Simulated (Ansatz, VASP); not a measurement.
## One calculation of SiNi, two programs

File INCAR:

```
PREC = Accurate ; ENCUT = 520
EDIFF = 1E-7 ; ISMEAR = -1
SIGMA = 0.08 ; LREAL = False
LASPH = True ; NELM = 60
ALGO = Normal ; ISIF = 2
LWAVE = False ; LCHARG = False
GGA = PS ; NBANDS = 14
```

File KPOINTS:

```
regular mesh
0
Gamma
  14 14 14
```

The input POSCAR:

```
SiNi
1.0
    0.0000000000      2.0181660347      2.0181660347
    2.0181660347      0.0000000000      2.0181660347
    2.0181660347      2.0181660347      0.0000000000
Ni Si
1 1
Direct
    0.0000000000      0.0000000000      0.0000000000
    0.5000000000      0.5000000000      0.5000000000
```

Input for Ansatz:

```yaml
crystal:
  lattice:
    - [0.0, 2.0181660347, 2.0181660347]
    - [2.0181660347, 0.0, 2.0181660347]
    - [2.0181660347, 2.0181660347, 0.0]
  atoms:
    - { symbol: Ni, position: [0.0, 0.0, 0.0] }
    - { symbol: Si, position: [0.5, 0.5, 0.5] }
kpoints:
  mp_grid: { grid: [14, 14, 14] }
scf:
  occupations: { method: fermi_dirac, width: 0.08 }
hamiltonian:
  xc: pbesol
  pseudopotentials: { kind: all_electron, lapw: { basis_error: 0.001 } }
output:
  forces: true
  stress: true
  eigenvalues: true
  populations: true
```

Change from the starting cell: volume scaled by 0.64, LAPW.

Alike in both runs: task single point; functional PBEsol; k mesh 14 × 14 × 14; occupations fermi-dirac, width 0.08 eV; no spin polarisation.

|  | VASP | Ansatz |
| --- | --- | --- |
| version | VASP 6.6.1 | Ansatz 0.2.0 |
| potentials or method | VASP PAW PBE potentials, release 64 (Ni, Si), cutoff 520 eV | all-electron LAPW, scalar-relativistic |

VASP gave:

| Quantity | Value |
| --- | --- |
| pressure (GPa) | 186.2 |

Question: Which values does Ansatz return?

Answer: Pressure (GPa): 184.4.

VASP's potentials were made for PBE, not for PBEsol. Both programs put the cell under a high pressure, so it lies far from rest at this level. Ansatz ran all-electron here, and VASP with PAW potentials.

Noted on VASP's run: the cell as given lies far from equilibrium.
